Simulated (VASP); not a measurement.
# CdSe3S (P4mm) in VASP: notebook

Runs on CdSe3S. Level: PBE. Tasks: single point, relaxation of cell and atoms.

Everything below comes from runs of VASP 6.6.1. Logs are shortened: lines on timing, memory, paths and dates and some standing lists are left out, and cuts for length are marked.

### Step 1. The cell of the first run

Symmetry: P4mm, No. 99, tetragonal system. Conventional cell: a = 5.018 Å, b = 5.018 Å, c = 5.009 Å, α = 90.00°, β = 90.00°, γ = 90.00°. Cd (site symmetry 4mm) has 6 Se at 2.50 to 2.51 Å within 3.3 Å. Se (site symmetry 2mm) has 2 Cd at 2.51 Å within 3.3 Å. Se (site symmetry 4mm) has 2 Cd at 2.50 Å within 3.3 Å. S (site symmetry 4mm) has 12 Se at 3.50 to 3.59 Å and 8 Cd at 4.31 to 4.38 Å within 4.6 Å.

The cell was generated, and may not be a known phase.

### Step 2. Single point, PBE

Contents of INCAR:

```
SYSTEM = CdSe3S
  PREC = Accurate
  ENCUT = 520
  EDIFF = 1E-6
  ISMEAR = 0
  SIGMA = 0.1
  LREAL = .FALSE.
  LASPH = .TRUE.
  NELM = 100
  ALGO = Normal
  ISIF = 2
  LWAVE = .FALSE.
  LCHARG = .FALSE.
  GGA = PE
  NBANDS = 26
```

Contents of KPOINTS:

```
Automatic mesh
0
G
  4 4 4
  0 0 0
```

Contents of POSCAR:

```
CdSe3S
1.0
    5.0180601400      0.0000000000      0.0000000000
    0.0000000000      5.0180601400      0.0000000000
    0.0000000000      0.0000000000      5.0085316400
Cd Se S
1 3 1
Direct
    0.0000000000      0.0000000000      0.4854922900
    0.0000000000      0.5000000000      0.4852201000
    0.0000000000      0.0000000000      0.9854010900
    0.5000000000      0.0000000000      0.4852201000
    0.5000000000      0.5000000000      0.9971854100
```

Potentials or basis: VASP PAW PBE potentials, release 64 (Cd, Se, S).

Command:

```bash
$ cat potpaw_PBE.64/Cd/POTCAR potpaw_PBE.64/Se/POTCAR potpaw_PBE.64/S/POTCAR > POTCAR
$ mpirun -np 1 vasp_std > vasp.out
```

OUTCAR:

```text
SYSTEM = CdSe3S
   PREC = Accurate
   ENCUT = 520
   EDIFF = 1E-6
   ISMEAR = 0
   LREAL = .FALSE.
   LASPH = .TRUE.
   NELM = 100
   ISIF = 2
   GGA = PE

 ion  position               nearest neighbor table
   1  0.000  0.000  0.485-   3 2.50   3 2.50   4 2.51   2 2.51   2 2.51   4 2.51
   2  0.000  0.500  0.485-   1 2.51   1 2.51
   3  0.000  0.000  0.985-   1 2.50   1 2.50
   4  0.500  0.000  0.485-   1 2.51   1 2.51
   5  0.500  0.500  0.997-

  LATTYP: Found a simple tetragonal cell.
 ALAT       =     5.0180601400
 C/A-ratio  =     0.9981011587

  Lattice vectors:

 A1 = (   5.0180601400,   0.0000000000,   0.0000000000)
 A2 = (   0.0000000000,   5.0180601400,   0.0000000000)
 A3 = (   0.0000000000,   0.0000000000,   5.0085316400)

Analysis of symmetry for initial positions (statically):
=====================================================================
 Subroutine PRICEL returns:
 Original cell was already a primitive cell.

 Routine SETGRP: Setting up the symmetry group for a
 simple tetragonal supercell.

 Subroutine GETGRP returns: Found  8 space group operations
 (whereof  8 operations were pure point group operations)
 out of a pool of 16 trial point group operations.

The static configuration has the point symmetry C_4v.

Analysis of symmetry for dynamics (positions and initial velocities):
=====================================================================
 Subroutine PRICEL returns:
 Original cell was already a primitive cell.

 Routine SETGRP: Setting up the symmetry group for a
 simple tetragonal supercell.

 Subroutine GETGRP returns: Found  8 space group operations
 (whereof  8 operations were pure point group operations)
 out of a pool of 16 trial point group operations.

The dynamic configuration has the point symmetry C_4v.

 Subroutine INISYM returns: Found  8 space group operations
 (whereof  8 operations are pure point group operations),
 and found     1 'primitive' translations

----------------------------------------------------------------------------------------

                                     Primitive cell

  volume of cell :     126.1195

[... 82 lines left out ...]
   LNONCOLLINEAR =      F non collinear calculations
   LSORBIT =      F    spin-orbit coupling
   LASPH  =      T    aspherical Exc in radial PAW
   ENCUT  =  520.0 eV  38.22 Ry    6.18 a.u.   9.33  9.33  9.31*2*pi/ulx,y,z
   NELM   =    100;   NELMIN=  2; NELMDL= -5     # of ELM steps
   EDIFF  = 0.1E-05   stopping-criterion for ELM
   LREAL  =      F    real-space projection
   EDIFFG = 0.1E-04   stopping-criterion for IOM
   NSW    =      0    number of steps for IOM
   IBRION =     -1    ionic relax: 0-MD 1-quasi-New 2-CG
   NFREE  =      0    steps in history (QN), initial steepest desc. (CG)
   ISIF   =      2    stress and relaxation
   ISYM   =      2    0-nonsym 1-usesym 2-fastsym
   POTIM  = 0.5000    time-step for ionic-motion
   TEBEG  =    0.0;   TEEND  =   0.0 temperature during run
   PSTRESS=    0.0 pullay stress
   NELECT =      36.0000    total number of electrons
   NUPDOWN=      -1.0000    fix difference up-down
   EMIN   =  10.00;   EMAX   =-10.00  energy-range for DOS
   EFERMI =   0.00;   METHOD = LEGACY
   ISMEAR =     0;   SIGMA  =   0.10  broadening in eV -4-tet -1-fermi 0-gaus
   EFERMI_NEDOS =   21; number of points for ismear=-14 and -15
   IALGO  =     38    algorithm
   IMIX   =      4    mixing-type and parameters
     AMIX     =   0.40;   BMIX     =  1.00
     AMIX_MAG =   1.60;   BMIX_MAG =  1.00
  volume/ion in A,a.u.               =      25.22       170.22
  Fermi-wavevector in a.u.,A,eV,Ry     =   1.077908  2.036950 15.808408  1.161885
  Thomas-Fermi vector in A             =   2.213832
   LORBIT       =      0    0 simple, 1 ext, 2 COOP (PROOUT), +10 PAW based schemes
   GGA     = PE    functional components
   LHFCALC =     F    Hartree Fock is set to
   AEXX    =    0.0000 exact exchange contribution
   IVDW    =     0    specifies the selected vdW correction
   LEPSILON=     F    determine dielectric tensor
   LRPA    =     F    only Hartree local field effects (RPA)
 non-spin polarized calculation
 Gauss-broadening in eV      SIGMA  =   0.10
  energy-cutoff  :      520.00
  volume of cell :      126.12
 maximum number of plane-waves:      3448
 NGX is ok and might be reduce to    40
   NGX = 19   NGY = 19   NGZ = 19

 number of electron      36.0000000 magnetization

 Free energy of the ion-electron system (eV)
  ---------------------------------------------------
  ext. energy  EPLUGINS =         0.00000000
  ---------------------------------------------------
  free energy    TOTEN  =       -10.22159309 eV

  energy without entropy =      -10.19743033  energy(sigma->0) =      -10.20951171

 E-fermi :   2.0106     XC(G=0):  -9.3910

 val. band max:        1.9965162119   @ k =   0.2500   0.0000   0.0000
 cond. band min:       2.0617815893   @ k =   0.2500   0.2500   0.5000
 fundamental gap:      0.0652653774
 Fermi energy:         2.0105756881

 k-point     1 :       0.0000    0.0000    0.0000
  band No.  band energies     occupation
      1     -11.7561      2.00000
      2     -10.5153      2.00000
      3     -10.5103      2.00000
      4      -8.9743      2.00000
      5      -6.6291      2.00000
      6      -6.6291      2.00000
[... 511 lines left out ...]
     25       9.1467      0.00000
     26      10.8798      0.00000

------------------------ aborting loop because EDIFF is reached ----------------------------------------

  FORCE on cell =-STRESS in cart. coord.  units (eV):
  Direction    XX          YY          ZZ          XY          YZ          ZX
  --------------------------------------------------------------------------------------
  -------------------------------------------------------------------------------------
  Total        3.9438098      3.9438098      4.1388597      0.0000000     -0.0000000      0.0000000
  in kB       50.1007704     50.1007704     52.5786151      0.0000000     -0.0000000      0.0000000
  external PRESSURE =      50.9267187 kB  Pullay stress =       0.0000000 kB

 VOLUME and BASIS-vectors are now :
 -----------------------------------------------------------------------------
  energy-cutoff  :      520.00
  volume of cell :      126.12
      direct lattice vectors                 reciprocal lattice vectors
     5.018060140  0.000000000  0.000000000     0.199280194  0.000000000  0.000000000
     0.000000000  5.018060140  0.000000000     0.000000000  0.199280194  0.000000000
     0.000000000  0.000000000  5.008531640     0.000000000  0.000000000  0.199659316

 POSITION                                       TOTAL-FORCE (eV/Angst)
 -----------------------------------------------------------------------------------
      0.00000      0.00000      2.43160         0.000000      0.000000     -0.013804
      0.00000      2.50903      2.43024         0.000000     -0.000000     -0.061203
      0.00000      0.00000      4.93541         0.000000     -0.000000      0.005640
      2.50903      0.00000      2.43024         0.000000     -0.000000     -0.061203
      2.50903      2.50903      4.99443        -0.000000     -0.000000      0.130569
 -----------------------------------------------------------------------------------
    total drift:                                0.000000     -0.000000      0.000292

  FREE ENERGIE OF THE ION-ELECTRON SYSTEM (eV)
  ---------------------------------------------------
  free  energy   TOTEN  =       -10.2215930936 eV

  energy  without entropy=      -10.1974303284  energy(sigma->0) =      -10.20951171
```

OSZICAR:

```text
N       E                     dE             d eps       ncg     rms          rms(c)
DAV:   1     0.207238713927E+03    0.20724E+03   -0.16165E+04   936   0.122E+03
DAV:   2     0.157599343524E+01   -0.20566E+03   -0.20009E+03  1194   0.256E+02
DAV:   3    -0.106795803470E+02   -0.12256E+02   -0.12120E+02  1082   0.611E+01
DAV:   4    -0.107995370752E+02   -0.11996E+00   -0.11982E+00  1198   0.649E+00
DAV:   5    -0.108008854789E+02   -0.13484E-02   -0.13482E-02  1182   0.687E-01    0.107E+01
DAV:   6    -0.108143429694E+02   -0.13457E-01   -0.47518E+00  1166   0.152E+01    0.128E+01
DAV:   7    -0.102621867457E+02    0.55216E+00   -0.33529E+00  1136   0.408E+00    0.806E+00
DAV:   8    -0.102369427478E+02    0.25244E-01   -0.21324E-01  1136   0.206E+00    0.318E+00
DAV:   9    -0.102220846648E+02    0.14858E-01   -0.37178E-02  1080   0.881E-01    0.248E-01
DAV:  10    -0.102216122980E+02    0.47237E-03   -0.55103E-03  1128   0.324E-01    0.142E-01
DAV:  11    -0.102215871383E+02    0.25160E-04   -0.80230E-04  1176   0.135E-01    0.784E-02
DAV:  12    -0.102215862807E+02    0.85763E-06   -0.14621E-04  1188   0.560E-02    0.301E-02
DAV:  13    -0.102215910482E+02   -0.47675E-05   -0.13699E-05  1168   0.210E-02    0.103E-02
DAV:  14    -0.102215929305E+02   -0.18823E-05   -0.22256E-06   820   0.845E-03    0.174E-03
DAV:  15    -0.102215930936E+02   -0.16304E-06   -0.20837E-07   584   0.272E-03
   1 F= -.10221593E+02 E0= -.10209512E+02  d E =-.241628E-01
```

Run time: 1.7 min. Hardware: 1 thread of Intel Xeon 8259CL, shared host; peak memory 0.27 GiB.

Results:

```
Free energy            : -10.2216 eV
Pressure               : 5.1 GPa
Largest force          : 0.131 eV/Å
Band gap on the k mesh : zero (bands 18 and 19 overlap by 1.09 eV)
```

Forces in eV/Å, atoms in the order of the input:
```
Cd   0.000  0.000 -0.014
Se   0.000  0.000 -0.061
Se   0.000  0.000  0.006
Se   0.000  0.000 -0.061
S    0.000  0.000  0.131
```

Levels at points of the mesh, in eV from the Fermi level:
```tsv
k point	band 16	band 17	band 18	band 19	band 20	band 21	band 22	band 23
(0.00, 0.00, 0.00)	-0.63	-0.63	-0.63	0.86	0.86	0.86	1.18	6.13
(0.50, 0.00, 0.00)	-1.09	-1.08	-0.36	-0.36	0.20	0.21	5.45	7.17
(0.50, 0.50, 0.00)	-1.06	-1.06	0.35	0.35	0.67	1.08	6.49	6.49
(0.00, 0.00, 0.50)	-1.09	-1.07	-0.37	-0.37	0.20	0.20	5.49	7.19
(0.50, 0.00, 0.50)	-1.06	-0.98	0.36	0.36	0.69	1.10	6.49	6.51
(0.50, 0.50, 0.50)	0.52	0.71	0.72	0.72	1.12	1.14	5.40	5.40
```

Caveat: the cell stands under pressure.

### Step 3. Relaxation of cell and atoms, PBE

Contents of INCAR:

```
PREC     = Accurate       # precision mode
ENCUT    = 600            # plane-wave cutoff, eV
EDIFF    = 1E-7           # SCF threshold, eV
ISMEAR   = 0              # smearing method
SIGMA    = 0.1            # smearing width, eV
LREAL    = False          # projectors in reciprocal space
LASPH    = True           # aspherical terms in the spheres
NELM     = 100            # most SCF steps
ALGO     = Normal         # electronic algorithm
ISIF     = 3              # what is computed and relaxed
LWAVE    = False          # write WAVECAR
LCHARG   = False          # write CHGCAR
GGA      = PE             # functional
IBRION   = 2              # ionic algorithm
NSW      = 90             # ionic steps
EDIFFG   = -0.04          # ionic threshold
```

Contents of KPOINTS:

```
Automatic mesh
0
Gamma
  4 4 4
```

POSCAR is that of step 2.

Potentials or basis: VASP PAW PBE potentials, release 64 (Cd, Se, S).

Command:

```bash
$ cat potpaw_PBE.64/Cd/POTCAR potpaw_PBE.64/Se/POTCAR potpaw_PBE.64/S/POTCAR > POTCAR
$ mpirun -np 1 vasp_std > vasp.out
```

Run time: 32 min. Hardware: 1 thread of Intel Xeon 8259CL, shared host; peak memory 0.3 GiB.

It converged, with:

| Property | Result |
| --- | --- |
| Free energy | -14.1717 eV |
| Relaxed volume | 28.90 Å³/atom |
| Relaxed cell | a = 5.107 Å, b = 5.107 Å, c = 5.541 Å, α = 90.00°, β = 90.00°, γ = 90.00° |
| Space group after relaxing (to 0.1 Å) | P4mm (No. 99) |
| Energy gained by relaxing | 790.0 meV/atom |
| Ionic steps | 28 |
| Pressure after relaxing | 0.2 GPa |
| Largest force after relaxing | 0.037 eV/Å |
| Band gap on the k mesh | zero (bands 18 and 19 overlap by 0.90 eV) |

Forces on the atoms (eV/Å):
```
Cd   0.000  0.000 -0.035
Se   0.000  0.000  0.012
Se   0.000  0.000  0.037
Se   0.000  0.000  0.012
S    0.000  0.000 -0.027
```

Step by step:
```csv
step,energy change (eV),largest force (eV/Å),pressure (GPa),volume (Å³)
1,0.0000,0.1306,5.08,126.12
2,-0.1925,0.1658,-0.44,141.28
3,-0.1947,0.1624,0.00,139.62
4,-0.1946,0.1630,-0.08,139.90
5,-0.1967,0.1894,-0.08,139.91
6,-0.2047,0.2701,-0.09,139.96
7,-0.2298,0.4339,-0.10,140.06
8,-0.3166,0.7602,-0.11,140.26
9,-0.6278,1.2896,-0.07,140.65
10,-1.7451,2.4522,0.15,141.44
11,-3.5442,0.7818,0.78,142.99
12,-3.7066,0.6718,1.04,143.35
13,-3.7034,0.9028,0.17,144.06
14,-3.7460,0.7382,0.54,143.84
15,-3.7722,0.6736,0.91,143.60
16,-3.7728,0.6855,0.84,143.67
17,-3.8154,0.4569,-0.65,148.71
18,-3.8154,0.4577,-0.65,148.73
19,-3.8539,0.5086,-0.20,147.10
20,-3.8967,0.5786,0.96,143.42
21,-3.9172,0.4406,0.69,143.92
22,-3.9467,0.0683,0.01,145.41
23,-3.9473,0.0800,-0.08,145.64
24,-3.9473,0.0876,-0.09,145.69
25,-3.9480,0.0823,-0.06,145.53
26,-3.9496,0.0635,0.05,145.04
27,-3.9498,0.0168,0.27,144.06
28,-3.9502,0.0371,0.16,144.52
```

Final structure:
```
Cd Se S
1.0
     5.10699    0.00000    0.00000
     0.00000    5.10699    0.00000
     0.00000    0.00000    5.54119
Cd Se S
1 3 1
Direct
  0.00000 0.00000 0.53996
  0.00000 0.50000 0.29260
  0.00000 0.00000 0.00973
  0.50000 0.00000 0.29260
  0.50000 0.50000 0.30361
```

Levels at points of the mesh, in eV from the Fermi level:
```
           k point  band 14  band 15  band 16  band 17  band 18  band 19  band 20  band 21  band 22
(0.00, 0.00, 0.00)    -3.06    -2.59    -1.19    -0.42     0.38     0.38     1.74     4.69     4.81
(0.50, 0.00, 0.00)    -3.30    -1.56    -1.36    -0.63    -0.35     0.30     0.33     2.77     4.92
(0.50, 0.50, 0.00)    -1.68    -1.23    -1.15    -1.15    -0.52    -0.52    -0.44    -0.27     3.03
(0.00, 0.00, 0.50)    -2.78    -2.60    -1.33    -0.44    -0.44     0.18     4.02     4.55     4.85
(0.50, 0.00, 0.50)    -1.80    -1.56    -1.24    -0.77    -0.50     0.52     0.82     3.51     4.90
(0.50, 0.50, 0.50)    -1.22    -1.15    -1.15    -0.44    -0.26    -0.04     0.30     0.30     2.86
```

The gap in the log of VASP goes by the Fermi energy; the results here count the filled bands.